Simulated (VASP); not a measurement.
Runs of VASP 6.6.1 on SiC. The structure is that of space group F-43m (No. 216), or close to it. The cells are those of the table. 

```tsv
task	cell	k mesh	cutoff (eV)	smearing	ions in elastic constants	gap on the mesh (eV)	pressure (GPa)
relaxation of cell and atoms	relaxed to 15 GPa from a = 3.061 Å, angles 60.0°, 2 atoms	10 × 10 × 10	600	gaussian 0.01 eV	-	(a)	15.0
single point	a = 3.020 Å, angles 60.0°, 2 atoms	10 × 10 × 10	520	gaussian 0.01 eV	-	1.25	10.4
single point	a = 3.052 Å, angles 60.0°, 2 atoms	10 × 10 × 10	520	gaussian 0.01 eV	-	1.28	2.4
relaxation of cell and atoms	relaxed from a = 3.082 Å, angles 60.0°, 2 atoms	18 × 18 × 18	600	fermi-dirac 0.1 eV	-	(b)	0.0
```

Alike in all rows: level LDA; potentials or basis VASP PAW LDA potentials, release 64 (Si, C); no spin polarisation.

Problem. Estimate the missing entries.

Solution. (a) 1.24; (b) 1.29.

Caveats: the cell is relaxed towards a set pressure, so the enthalpy falls and the energy may rise (some runs).

A k mesh can miss the band edges.
